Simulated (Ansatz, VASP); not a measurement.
# BaTiO3 in VASP and in Ansatz

```xyz
5
Lattice="4.0524 0.0000 0.0000 0.0000 4.0524 0.0000 0.0000 0.0000 4.0709" Properties=species:S:1:pos:R:3 pbc="T T T"
Ba    0.0000    0.0000    0.0000
Ti    2.0262    2.0262    2.0354
O     2.0262    2.0262    0.0000
O     2.0262    0.0000    2.0354
O     0.0000    2.0262    2.0354
```

Change from the starting cell: volume scaled by 1.04.

Alike in both runs: task single point; functional PBEsol; k mesh 7 × 7 × 7; occupations fermi-dirac, width 0.03 eV; no spin polarisation.

```csv
,VASP,Ansatz
version,VASP 6.6.1,Ansatz 0.2.0
potentials or method,"VASP PAW PBE potentials, release 64 (Ba_sv, Ti_sv, O), cutoff 520 eV","all-electron LAPW, scalar-relativistic"
```

|  | VASP | Ansatz | Ansatz less VASP |
| --- | --- | --- | --- |
| gap on the k mesh at the Fermi level (eV) | 1.68 | 1.73 | +0.056 |
| pressure (GPa) | -8.8 | -10.3 | -1.51 |
| traceless stress, the component that is largest in VASP (GPa) | -0.47 | -0.45 | +0.017 |

VASP's potentials were made for PBE, not for PBEsol. Ansatz ran all-electron here, and VASP with PAW potentials.

Neither program's run includes spin-orbit coupling.
